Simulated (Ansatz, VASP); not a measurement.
# RbNa3Te2: VASP beside Ansatz

```xyz
6
Lattice="5.1223 0.0000 0.0000 -2.5611 4.4360 0.0000 0.0000 0.0000 8.3022" Properties=species:S:1:pos:R:3 pbc="T T T"
Rb    0.0000    0.0000    0.0000
Na    0.0000    0.0000    4.1511
Na    0.0000    2.9573    0.0000
Na    0.0000    2.9573    4.1511
Te    2.5611    1.4787    2.1613
Te    2.5611    1.4787    6.1409
```

Change from the starting cell: species swapped into the Ce2CoSi3 type (P-6m2, No. 187).

Alike in both runs: functional PBE; k mesh 6 × 6 × 2; occupations gaussian, width 0.1 eV; no spin polarisation.

Ansatz relaxed the structure, and its values are those at the end. VASP's run is a single point on that final structure, the one shown.

|  | VASP | Ansatz |
| --- | --- | --- |
| version | VASP 6.6.1 | Ansatz 0.2.0 |
| potentials or method | VASP PAW PBE potentials, release 64 (Rb_sv, Na_pv, Te), cutoff 520 eV | scalar-relativistic, plane waves, PAW |
| valence electrons in the cell | 42 | 68 |

VASP gave:

* gap on the k mesh at the Fermi level (eV): 0.30
* least direct gap on the mesh (eV): 0.35
* pressure (GPa): 0.1

Problem. What did Ansatz give for the same quantities?

Solution. gap on the k mesh at the Fermi level (eV): 0.30; least direct gap on the mesh (eV): 0.36; pressure (GPa): 0.1.

VASP's potentials hold 42 valence electrons a cell and Ansatz's 68, so a difference there can come from the potentials and not from the codes.

Spin-orbit coupling is off throughout.
